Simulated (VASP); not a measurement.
# TiC (P1) in VASP: single point with PBE

Aim: the single point of TiC with PBE.

All numbers are computed with VASP 6.6.1; they aren't measurements. Logs are shortened: lines on timing, memory, paths and dates and some standing lists are left out, and cuts for length are marked.

**1. The cell of the first run**

The typed cell holds 4 atoms: a = 3.025 Å, b = 3.100 Å, c = 4.379 Å, α = 90.74°, β = 89.68°, γ = 90.43°.

**2. Single point, PBE (atoms moved at random and the cell strained at random)**

Input file INCAR:

```
  ALGO = Normal
  EDIFF = 1E-6
  ENCUT = 520
  GGA = PE
  ISIF = 2
  ISMEAR = 0
  LASPH = T
  LCHARG = F
  LREAL = F
  LWAVE = F
  NBANDS = 24
  NELM = 100
  PREC = Accurate
  SIGMA = 0.15
```

Input file KPOINTS:

```
k-points
0
Gamma
  12 12 8
```

Input file POSCAR:

```
TiC
1.0
    0.0085334186     -2.1473820358     -2.1310031613
   -0.0200635360      2.2002145221     -2.1838356475
    4.3789173646     -0.0285969546      0.0115301173
Ti C
2 2
Direct
    0.3928191919      0.4813526088      0.5553591641
    0.9976367457      0.9447989468     -0.0975328581
    0.6717977659      0.5222578552     -0.0127501903
   -0.0622537035      0.0515905892      0.5549238842
```

Potentials or basis: VASP PAW PBE potentials, release 64 (Ti_sv, C).

Command:

```sh
$ cat potpaw_PBE.64/Ti_sv/POTCAR potpaw_PBE.64/C/POTCAR > POTCAR
$ mpirun -np 1 vasp_std > vasp.out
```

OUTCAR:

```text
EDIFF = 1E-6
   ENCUT = 520
   GGA = PE
   ISIF = 2
   ISMEAR = 0
   LASPH = T
   LREAL = F
   NELM = 100
   PREC = Accurate

 ion  position               nearest neighbor table
   1  0.393  0.481  0.555-   4 1.91   3 2.08   4 2.13   4 2.25   2 2.40   4 2.41   2 2.55   2 2.77

   2  0.998  0.945  0.902-   4 1.57   3 1.68   3 2.08   1 2.40   3 2.46   1 2.55   1 2.77
   3  0.672  0.522  0.987-   2 1.68   1 2.08   2 2.08   2 2.46
   4  0.938  0.052  0.555-   2 1.57   1 1.91   1 2.13   1 2.25   1 2.41

  LATTYP: Found a triclinic cell.
 ALAT       =     4.3151776512
 B/A-ratio  =     0.7010857104
 C/A-ratio  =     1.2357302172
 COS(alpha) =     0.0001917490
 COS(beta)  =     0.4101489041
 COS(gamma) =     0.6956385211

  Lattice vectors:

 A1 = (   0.0115301174,  -0.0528324863,   4.3148388088)
 A2 = (  -0.0085334186,   2.1473820358,   2.1310031613)
 A3 = (  -4.3588538286,  -2.1716175675,   2.1723055302)

Analysis of symmetry for initial positions (statically):
=====================================================================
 Subroutine PRICEL returns:
 Original cell was already a primitive cell.

 Routine SETGRP: Setting up the symmetry group for a
 triclinic supercell.

 Subroutine GETGRP returns: Found  1 space group operations
 (whereof  1 operations were pure point group operations)
 out of a pool of  2 trial point group operations.

The static configuration has the point symmetry C_1 .

Analysis of symmetry for dynamics (positions and initial velocities):
=====================================================================
 Subroutine PRICEL returns:
 Original cell was already a primitive cell.

 Routine SETGRP: Setting up the symmetry group for a
 triclinic supercell.

 Subroutine GETGRP returns: Found  1 space group operations
 (whereof  1 operations were pure point group operations)
 out of a pool of  2 trial point group operations.

The dynamic configuration has the point symmetry C_1 .

 Subroutine INISYM returns: Found  1 space group operations
 (whereof  1 operations are pure point group operations),
 and found     1 'primitive' translations

----------------------------------------------------------------------------------------

                                     Primitive cell

  volume of cell :      41.0643

  direct lattice vectors                    reciprocal lattice vectors
     0.008533419 -2.147382036 -2.131003161    -0.000903031 -0.232869057 -0.234607290
    -0.020063536  2.200214522 -2.183835648     0.002086965  0.227243261 -0.228981494
     4.378917365 -0.028596955  0.011530117     0.228378271  0.001494998 -0.000591967

  length of vectors
     3.025309389  3.100078164  4.379025921     0.330559213  0.322608710  0.228383932

  position of ions in fractional coordinates (direct lattice)
     0.392819192  0.481352609  0.555359164
     0.997636746  0.944798947  0.902467142
     0.671797766  0.522257855  0.987249810
     0.937746297  0.051590589  0.554923884

  ion indices of the primitive-cell ions
   primitive index   ion index
                 1           1
                 2           2
                 3           3
                 4           4

----------------------------------------------------------------------------------------

 KPOINTS: k-points

Automatic generation of k-mesh.
 Grid dimensions read from file:
 generate k-points for:   12   12    8

 Generating k-lattice:

  Cartesian coordinates                     Fractional coordinates (reciprocal lattice)
    -0.000075253 -0.019405755 -0.019550607     0.083333333  0.000000000  0.000000000
     0.000173914  0.018936938 -0.019081791    -0.000000000  0.083333333  0.000000000
     0.028547284  0.000186875 -0.000073996    -0.000000000 -0.000000000  0.125000000

  Length of vectors
     0.027546601  0.026884059  0.028547991

  Shift w.r.t. Gamma in fractional coordinates (k-lattice)
     0.000000000  0.000000000  0.000000000

 Subroutine IBZKPT returns following result:
 ===========================================

 Found    580 irreducible k-points:

 Following reciprocal coordinates:
            Coordinates               Weight
  0.000000  0.000000  0.000000      1.000000
  0.083333 -0.000000 -0.000000      2.000000
  0.166667 -0.000000  0.000000      2.000000
  0.250000  0.000000 -0.000000      2.000000
  0.333333 -0.000000 -0.000000      2.000000
  0.416667 -0.000000 -0.000000      2.000000
[... 16 lines left out ...]
  0.250000  0.166667 -0.000000      2.000000
  0.333333  0.166667  0.000000      2.000000
 [... further k-points ...]
   k-points           NKPTS =    580   k-points in BZ     NKDIM =    580   number of bands    NBANDS=     24
   number of dos      NEDOS =    301   number of ions     NIONS =      4
   total plane-waves  NPLWV =  20736
   dimension x,y,z NGX =    24 NGY =   24 NGZ =   36
   dimension x,y,z NGXF=    48 NGYF=   48 NGZF=   72
   ions per type =               2   2
   NGX,Y,Z   is equivalent  to a cutoff of  13.19, 12.87, 13.67 a.u.
   NGXF,Y,Z  is equivalent  to a cutoff of  26.38, 25.74, 27.33 a.u.
 SYSTEM =  unknown system
   PREC   = accura    normal or accurate (medium, high low for compatibility)
   ISTART =      0    job   : 0-new  1-cont  2-samecut
   ICHARG =      2    charge: 1-file 2-atom 10-const
   ISPIN  =      1    spin polarized calculation?
   LNONCOLLINEAR =      F non collinear calculations
   LSORBIT =      F    spin-orbit coupling
   LASPH  =      T    aspherical Exc in radial PAW
   ENCUT  =  520.0 eV  38.22 Ry    6.18 a.u.   5.63  5.76  8.14*2*pi/ulx,y,z
   NELM   =    100;   NELMIN=  2; NELMDL= -5     # of ELM steps
   EDIFF  = 0.1E-05   stopping-criterion for ELM
   LREAL  =      F    real-space projection
   EDIFFG = 0.1E-04   stopping-criterion for IOM
   NSW    =      0    number of steps for IOM
   IBRION =     -1    ionic relax: 0-MD 1-quasi-New 2-CG
   NFREE  =      0    steps in history (QN), initial steepest desc. (CG)
   ISIF   =      2    stress and relaxation
   ISYM   =      2    0-nonsym 1-usesym 2-fastsym
   POTIM  = 0.5000    time-step for ionic-motion
   TEBEG  =    0.0;   TEEND  =   0.0 temperature during run
   PSTRESS=    0.0 pullay stress
   NELECT =      32.0000    total number of electrons
   NUPDOWN=      -1.0000    fix difference up-down
   EMIN   =  10.00;   EMAX   =-10.00  energy-range for DOS
   EFERMI =   0.00;   METHOD = LEGACY
   ISMEAR =     0;   SIGMA  =   0.15  broadening in eV -4-tet -1-fermi 0-gaus
   EFERMI_NEDOS =   21; number of points for ismear=-14 and -15
   IALGO  =     38    algorithm
   IMIX   =      4    mixing-type and parameters
     AMIX     =   0.40;   BMIX     =  1.00
     AMIX_MAG =   1.60;   BMIX_MAG =  1.00
  volume/ion in A,a.u.               =      10.27        69.28
  Fermi-wavevector in a.u.,A,eV,Ry     =   1.506503  2.846878 30.879123  2.269551
  Thomas-Fermi vector in A             =   2.617212
   LORBIT       =      0    0 simple, 1 ext, 2 COOP (PROOUT), +10 PAW based schemes
   GGA     = PE    functional components
   LHFCALC =     F    Hartree Fock is set to
   AEXX    =    0.0000 exact exchange contribution
   IVDW    =     0    specifies the selected vdW correction
   LEPSILON=     F    determine dielectric tensor
   LRPA    =     F    only Hartree local field effects (RPA)
 non-spin polarized calculation
 Gauss-broadening in eV      SIGMA  =   0.15
  energy-cutoff  :      520.00
  volume of cell :       41.06
 maximum number of plane-waves:      1126
   NGX = 11   NGY = 11   NGZ = 17

 number of electron      32.0000003 magnetization

 Free energy of the ion-electron system (eV)
  ---------------------------------------------------
  ext. energy  EPLUGINS =         0.00000000
  ---------------------------------------------------
  free energy    TOTEN  =       -29.88894310 eV

  energy without entropy =      -29.88716257  energy(sigma->0) =      -29.88805284

 E-fermi :   9.0207     XC(G=0): -12.3308

 val. band max:        8.9359835509   @ k =   0.5000   0.5000   0.1250
 cond. band min:       9.0708866563   @ k =  -0.0833   0.2500   0.5000
 fundamental gap:      0.1349031053
 Fermi energy:         9.0207437881

 k-point     1 :       0.0000    0.0000    0.0000
  band No.  band energies     occupation
      1     -47.8002      2.00000
      2     -46.2598      2.00000
      3     -24.2699      2.00000
      4     -24.0530      2.00000
      5     -23.9592      2.00000
      6     -23.1157      2.00000
[... 16 lines left out ...]
     23      13.9339      0.00000
     24      15.3937      0.00000

 k-point     2 :       0.0833   -0.0000   -0.0000
  band No.  band energies     occupation
      1     -47.7974      2.00000
      2     -46.2587      2.00000
      3     -24.2769      2.00000
      4     -24.0486      2.00000
      5     -23.9773      2.00000
      6     -23.1092      2.00000
[... 16 lines left out ...]
     23      14.2467      0.00000
     24      15.3926      0.00000

 k-point     3 :       0.1667   -0.0000    0.0000
  band No.  band energies     occupation
      1     -47.7896      2.00000
      2     -46.2558      2.00000
      3     -24.3016      2.00000
      4     -24.0387      2.00000
      5     -24.0175      2.00000
      6     -23.0934      2.00000
[... 16 lines left out ...]
     23      14.7570      0.00000
     24      15.4331      0.00000
[... 514 lines left out ...]
 k-point    23 :       0.2500    0.1667   -0.0000
  band No.  band energies     occupation
      1     -47.7703      2.00000
      2     -46.2487      2.00000
      3     -24.3413      2.00000
      4     -24.1164      2.00000
      5     -24.0432      2.00000
      6     -23.0769      2.00000
[... 16 lines left out ...]
     23      14.7301      0.00000
     24      15.2459      0.00000

 k-point    24 :       0.3333    0.1667    0.0000
  band No.  band energies     occupation
      1     -47.7603      2.00000
      2     -46.2439      2.00000
      3     -24.3971      2.00000
      4     -24.1217      2.00000
      5     -24.0458      2.00000
      6     -23.0738      2.00000
[... 16 lines left out ...]
     23      14.8375      0.00000
     24      15.6026      0.00000

 [... further k-points ...]

------------------------ aborting loop because EDIFF is reached ----------------------------------------

  FORCE on cell =-STRESS in cart. coord.  units (eV):
  Direction    XX          YY          ZZ          XY          YZ          ZX
  --------------------------------------------------------------------------------------
  -------------------------------------------------------------------------------------
  Total       24.7334813      6.1630782     18.8240660     -0.3578011     -4.0652024      4.1843874
  in kB      965.0091276    240.4605562    734.4455580    -13.9600789   -158.6091909    163.2593484
  external PRESSURE =     646.6384139 kB  Pullay stress =       0.0000000 kB

 VOLUME and BASIS-vectors are now :
 -----------------------------------------------------------------------------
  energy-cutoff  :      520.00
  volume of cell :       41.06
      direct lattice vectors                 reciprocal lattice vectors
     0.008533419 -2.147382036 -2.131003161    -0.000903031 -0.232869057 -0.234607290
    -0.020063536  2.200214522 -2.183835648     0.002086965  0.227243261 -0.228981494
     4.378917365 -0.028596955  0.011530117     0.228378271  0.001494998 -0.000591967

 POSITION                                       TOTAL-FORCE (eV/Angst)
 -----------------------------------------------------------------------------------
      2.42557      0.19966     -1.88189        -5.002489     -2.583953     -3.535871
      3.94139     -0.08935     -4.17885        16.196843      0.059140     -7.213719
      4.31834     -0.32176     -2.56075         1.855912      1.304225      9.058228
      2.43693     -1.91606     -2.10461       -13.050265      1.220587      1.691362
 -----------------------------------------------------------------------------------
    total drift:                                0.000323      0.000029      0.000344

  FREE ENERGIE OF THE ION-ELECTRON SYSTEM (eV)
  ---------------------------------------------------
  free  energy   TOTEN  =       -29.8889431044 eV

  energy  without entropy=      -29.8871625721  energy(sigma->0) =      -29.88805284
```

Run time: 13 min. Hardware: 1 thread of Intel Xeon 8259CL, shared host; peak memory 0.54 GiB.

Results:

```yaml
Free_energy: -29.8889 eV
Pressure: 64.7 GPa
Largest_force: 17.731 eV/Å
Band_gap_on_the_k_mesh: 0.13 eV (least direct gap 0.35 eV)
```

Forces on the atoms (eV/Å):
```
Ti   -5.002  -2.584  -3.536
Ti   16.197   0.059  -7.214
C     1.856   1.304   9.058
C   -13.050   1.221   1.691
```

Levels at points of the mesh, in eV from the valence-band top:
```tsv
k point	band 12	band 13	band 14	band 15	band 16	band 17	band 18	band 19	band 20	band 21
(0.00, 0.00, 0.00)	-2.94	-2.18	-1.01	-0.80	-0.24	0.64	1.21	2.15	2.27	2.79
(0.50, 0.00, 0.00)	-5.07	-3.43	-3.14	-2.38	-0.16	1.58	2.49	2.68	3.93	4.49
(0.00, 0.50, 0.00)	-4.14	-3.00	-2.43	-1.44	-1.31	1.54	2.41	3.25	3.31	3.77
(0.50, 0.50, 0.00)	-3.47	-2.93	-1.73	-1.46	-0.13	0.76	2.20	3.10	3.33	3.51
(0.00, 0.00, 0.50)	-3.50	-2.28	-1.66	-0.40	-0.17	0.48	1.17	1.85	2.16	2.81
(0.50, 0.00, 0.50)	-4.76	-3.48	-2.70	-2.37	-1.47	1.72	2.58	2.76	3.87	4.42
(0.00, 0.50, 0.50)	-4.73	-3.63	-2.41	-1.38	-0.82	1.52	2.39	2.84	3.45	3.68
(0.50, 0.50, 0.50)	-3.55	-2.61	-1.89	-1.50	-0.33	0.72	0.92	2.42	3.14	4.22
```

Caveat: the cell differs from its parent crystal (atoms moved at random and the cell strained at random); atoms lie so close that the PAW spheres overlap strongly, which falsifies energies and pressures; the stress differs along the axes, from 24 to 97 GPa; forces of over 1 eV/Å act on the atoms, so gaps and moduli don't describe the material at rest.
